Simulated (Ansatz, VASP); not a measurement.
One calculation of TiTe2, two programs

```
Ti Te
1.0
     3.77700    0.00000    0.00000
    -1.88850    3.27098    0.00000
     0.00000    0.00000    6.62796
Ti Te
1 2
Direct
  0.00000 0.00000 0.00000
  0.66667 0.33333 0.26280
  0.33333 0.66667 0.73720
```

Change from the starting cell: zz strain of +2 %.

Alike in both runs: task single point; functional PBEsol; k mesh 13 × 13 × 7; occupations fermi-dirac, width 0.03 eV; no spin polarisation.

```csv
,VASP,Ansatz
version,VASP 6.6.1,Ansatz 0.2.0
potentials or method,"VASP PAW PBE potentials, release 64 (Ti_sv, Te), cutoff 520 eV","all-electron LAPW, scalar-relativistic"
```

```tsv
	VASP	Ansatz	Ansatz less VASP
pressure (GPa)	-3.4	-3.5	-0.04
traceless stress, the component that is largest in VASP (GPa)	-0.07	-0.08	-0.016
rms of the force components (eV/Å)	0.158	0.168	+0.0096
```

VASP's potentials were made for PBE, not for PBEsol. Atom by atom the forces differ by 0.010 eV/Å (rms over components). Ansatz ran all-electron here, and VASP with PAW potentials.

Neither program's run includes spin-orbit coupling.
